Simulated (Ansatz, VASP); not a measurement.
ZrHPb3 in VASP and in Ansatz

Contents of INCAR:

```
  PREC = Accurate
  ENCUT = 520
  EDIFF = 1E-6
  ISMEAR = 0
  SIGMA = 0.1
  LREAL = False
  LASPH = True
  NELM = 100
  ALGO = Normal
  ISIF = 2
  LWAVE = False
  LCHARG = False
  GGA = PE
  NBANDS = 36
```

Contents of KPOINTS:

```
Automatic mesh
0
Gamma
  4 4 4
```

POSCAR

```
ZrHPb3
1.0
    4.7379253200      0.0000000000      0.0000000000
    0.0000000000      4.7379253200      0.0000000000
    0.0000000000      0.0000000000      4.7379253200
Zr H Pb
1 1 3
Direct
    0.0000000000      0.0000000000      0.0000000000
    0.5000000000      0.5000000000      0.5000000000
    0.0000000000      0.5000000000      0.5000000000
    0.5000000000      0.0000000000      0.5000000000
    0.5000000000      0.5000000000      0.0000000000
```

Input for Ansatz:

```yaml
crystal:
  lattice:
    - [4.73792532, 0.0, 0.0]
    - [0.0, 4.73792532, 0.0]
    - [0.0, 0.0, 4.73792532]
  atoms:
    - { symbol: Zr, position: [0.0, 0.0, 0.0] }
    - { symbol: H, position: [0.5, 0.5, 0.5] }
    - { symbol: Pb, position: [0.0, 0.5, 0.5] }
    - { symbol: Pb, position: [0.5, 0.0, 0.5] }
    - { symbol: Pb, position: [0.5, 0.5, 0.0] }
basis:
  ecutwfc: 420
kpoints:
  mp_grid: { grid: [4, 4, 4] }
hamiltonian:
  xc: pbe
scf:
  occupations: { method: gaussian, width: 0.1 }
  lower_state_search: "off"
output:
  forces: true
  stress: true
  eigenvalues: true
```

Change from the starting cell: species swapped into the TbBPd3 type (Pm-3m, No. 221).

Alike in both runs: task single point; functional PBE; k mesh 4 × 4 × 4; occupations gaussian, width 0.1 eV; no spin polarisation.

|  | VASP | Ansatz |
| --- | --- | --- |
| version | VASP 6.6.1 | Ansatz 0.2.0 |
| potentials or method | VASP PAW PBE potentials, release 64 (Zr_sv, H, Pb_d), cutoff 520 eV | scalar-relativistic, plane waves, PAW |
| valence electrons in the cell | 55 | 55 |

```tsv
	VASP	Ansatz	Ansatz less VASP
gap on the k mesh at the Fermi level (eV)	none	none	-
pressure (GPa)	5.2	5.2	+0.05
```

A gap of «none» marks a metal or a gap that the smearing closes.

Spin-orbit coupling is off throughout.
